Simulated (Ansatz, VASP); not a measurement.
Sn15PbO16: VASP beside Ansatz

File INCAR:

```
PREC     = Accurate       # precision mode
ENCUT    = 520            # plane-wave cutoff, eV
EDIFF    = 1E-8           # SCF threshold, eV
ISMEAR   = -1             # smearing method
SIGMA    = 0.01           # smearing width, eV
LREAL    = Auto         
LASPH    = T              # aspherical terms in the spheres
NELM     = 100            # most SCF steps
ALGO     = Normal         # electronic algorithm
ISIF     = 2              # what is computed and relaxed
LWAVE    = F              # write WAVECAR
LCHARG   = F              # write CHGCAR
GGA      = PE             # functional
LEFG     = T            
NBANDS   = 182            # bands
```

KPOINTS

```
regular mesh
0
Gamma
  3 3 2
```

Contents of POSCAR:

```
Sn15PbO16
1.0
    7.6273904400      0.0000000000      0.0000000000
    0.0000000000      7.6273904400      0.0000000000
    0.0000000000      0.0000000000      9.7738266000
Pb Sn O
1 15 16
Direct
    0.0000000000      0.2500000000      0.1176869300
    0.0000000000      0.2500000000      0.6176869300
    0.0000000000      0.7500000000      0.1176869300
    0.0000000000      0.7500000000      0.6176869300
    0.5000000000      0.2500000000      0.1176869300
    0.5000000000      0.2500000000      0.6176869300
    0.5000000000      0.7500000000      0.1176869300
    0.5000000000      0.7500000000      0.6176869300
    0.2500000000      0.0000000000      0.3823130700
    0.2500000000      0.0000000000      0.8823130700
    0.2500000000      0.5000000000      0.3823130700
    0.2500000000      0.5000000000      0.8823130700
    0.7500000000      0.0000000000      0.3823130700
    0.7500000000      0.0000000000      0.8823130700
    0.7500000000      0.5000000000      0.3823130700
    0.7500000000      0.5000000000      0.8823130700
    0.2500000000      0.2500000000      0.0000000000
    0.2500000000      0.2500000000      0.5000000000
    0.2500000000      0.7500000000      0.0000000000
    0.2500000000      0.7500000000      0.5000000000
    0.7500000000      0.2500000000      0.0000000000
    0.7500000000      0.2500000000      0.5000000000
    0.7500000000      0.7500000000      0.0000000000
    0.7500000000      0.7500000000      0.5000000000
    0.0000000000      0.0000000000      0.0000000000
    0.0000000000      0.0000000000      0.5000000000
    0.0000000000      0.5000000000      0.0000000000
    0.0000000000      0.5000000000      0.5000000000
    0.5000000000      0.0000000000      0.0000000000
    0.5000000000      0.0000000000      0.5000000000
    0.5000000000      0.5000000000      0.0000000000
    0.5000000000      0.5000000000      0.5000000000
```

Input for Ansatz:

```yaml
crystal:
  lattice:
    - [7.62739044, 0.0, 0.0]
    - [0.0, 7.62739044, 0.0]
    - [0.0, 0.0, 9.7738266]
  atoms:
    - { symbol: Pb, position: [0.0, 0.25, 0.11768693] }
    - { symbol: Sn, position: [0.0, 0.25, 0.61768693] }
    - { symbol: Sn, position: [0.0, 0.75, 0.11768693] }
    - { symbol: Sn, position: [0.0, 0.75, 0.61768693] }
    - { symbol: Sn, position: [0.5, 0.25, 0.11768693] }
    - { symbol: Sn, position: [0.5, 0.25, 0.61768693] }
    - { symbol: Sn, position: [0.5, 0.75, 0.11768693] }
    - { symbol: Sn, position: [0.5, 0.75, 0.61768693] }
    - { symbol: Sn, position: [0.25, 0.0, 0.38231307] }
    - { symbol: Sn, position: [0.25, 0.0, 0.88231307] }
    - { symbol: Sn, position: [0.25, 0.5, 0.38231307] }
    - { symbol: Sn, position: [0.25, 0.5, 0.88231307] }
    - { symbol: Sn, position: [0.75, 0.0, 0.38231307] }
    - { symbol: Sn, position: [0.75, 0.0, 0.88231307] }
    - { symbol: Sn, position: [0.75, 0.5, 0.38231307] }
    - { symbol: Sn, position: [0.75, 0.5, 0.88231307] }
    - { symbol: O, position: [0.25, 0.25, 0.0] }
    - { symbol: O, position: [0.25, 0.25, 0.5] }
    - { symbol: O, position: [0.25, 0.75, 0.0] }
    - { symbol: O, position: [0.25, 0.75, 0.5] }
    - { symbol: O, position: [0.75, 0.25, 0.0] }
    - { symbol: O, position: [0.75, 0.25, 0.5] }
    - { symbol: O, position: [0.75, 0.75, 0.0] }
    - { symbol: O, position: [0.75, 0.75, 0.5] }
    - { symbol: O, position: [0.0, 0.0, 0.0] }
    - { symbol: O, position: [0.0, 0.0, 0.5] }
    - { symbol: O, position: [0.0, 0.5, 0.0] }
    - { symbol: O, position: [0.0, 0.5, 0.5] }
    - { symbol: O, position: [0.5, 0.0, 0.0] }
    - { symbol: O, position: [0.5, 0.0, 0.5] }
    - { symbol: O, position: [0.5, 0.5, 0.0] }
    - { symbol: O, position: [0.5, 0.5, 0.5] }
kpoints:
  mp_grid: { grid: [3, 3, 2] }
scf:
  occupations: { method: fermi_dirac, width: 0.01 }
hamiltonian:
  xc: pbe
  pseudopotentials: { kind: paw }
output:
  forces: true
  stress: true
  populations: true
  efg:
    quadrupole_moments_barn: { Sn: -0.132, O: -0.02558 }
    contact_densities: true
```

Alike in both runs: task electric field gradients; functional PBE; k mesh 3 × 3 × 2; occupations fermi-dirac, width 0.01 eV; no spin polarisation.

|  | VASP | Ansatz |
| --- | --- | --- |
| version | VASP 6.6.1 | Ansatz 0.2.0 |
| potentials or method | VASP PAW PBE potentials, release 64 (Pb_d, Sn_d, O) | plane-wave PAW, scalar-relativistic |
| plane-wave cutoff (eV) | 520 | 420 |
| valence electrons in the cell | 320 | 320 |

```tsv
	VASP	Ansatz	Ansatz less VASP
pressure (GPa)	4.8	4.5	-0.23
traceless stress, the component that is largest in VASP (GPa)	-0.74	-0.76	-0.019
rms of the force components (eV/Å)	0.388	0.371	-0.0172
size of Vzz on the site where it differs most (V/Å²)	167.2	177.1	+9.89
```

Atom by atom the forces differ by 0.031 eV/Å (rms over components). The functional is the same, so the differences come from potentials, cutoffs and numerics.

Spin-orbit coupling is off throughout.
